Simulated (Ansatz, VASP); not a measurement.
Two plane-wave programs on ZrAl3B3N

```
CELL_PARAMETERS angstrom
5.07527 0.00000 0.00000
-2.53763 4.39531 0.00000
0.00000 0.00000 4.40126
ATOMIC_POSITIONS crystal
Zr 0.00000 0.00000 0.00000
Al 0.50000 0.00000 0.50000
Al 0.00000 0.50000 0.50000
Al 0.50000 0.50000 0.50000
B 0.50000 0.00000 0.00000
B 0.00000 0.50000 0.00000
B 0.50000 0.50000 0.00000
N 0.00000 0.00000 0.50000
```

Alike in both runs: functional PBE; k mesh 3 × 3 × 2; occupations gaussian, width 0.15 eV; no spin polarisation.

Ansatz relaxed the structure, and its values are those at the end. VASP's run is a single point on that final structure, the one shown.

|  | VASP | Ansatz |
| --- | --- | --- |
| version | VASP 6.6.1 | Ansatz 0.2.0 |
| potentials or method | VASP PAW PBE potentials, release 64 (Zr_sv, Al, B, N), cutoff 520 eV | scalar-relativistic, plane waves, PAW |
| valence electrons in the cell | 35 | 35 |

|  | VASP | Ansatz | Ansatz less VASP |
| --- | --- | --- | --- |
| gap on the k mesh at the Fermi level (eV) | none | none | - |
| pressure (GPa) | 0.0 | 0.0 | -0.01 |

A gap of «none» marks a metal or a gap that the smearing closes.

The k mesh is coarse, so the values compare programs but aren't converged.
